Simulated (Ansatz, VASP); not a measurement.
## Two plane-wave programs on Ir

```
CELL_PARAMETERS angstrom
0.00000 1.85748 2.16768
1.85748 0.00000 2.16768
1.85748 1.85748 0.00000
ATOMIC_POSITIONS crystal
Ir 0.00000 0.00000 0.00000
```

Alike in both runs: task single point; functional PBE; k mesh 22 × 22 × 22; occupations gaussian, width 0.15 eV; no spin polarisation.

|  | VASP | Ansatz |
| --- | --- | --- |
| version | VASP 6.6.1 | Ansatz 0.2.0 |
| potentials or method | VASP PAW PBE potentials, release 64 (Ir), cutoff 520 eV | scalar-relativistic, plane waves, PAW |
| valence electrons in the cell | 9 | 17 |

```tsv
	VASP	Ansatz	Ansatz less VASP
gap on the k mesh at the Fermi level (eV)	none	none	-
pressure (GPa)	-4.0	-4.4	-0.49
traceless stress, the component that is largest in VASP (GPa)	-31.04	-31.24	-0.200
```

A gap of «none» marks a metal or a gap that the smearing closes. VASP's potentials hold 9 valence electrons a cell and Ansatz's 17, so a difference there can come from the potentials and not from the codes.

Spin-orbit coupling is off throughout.
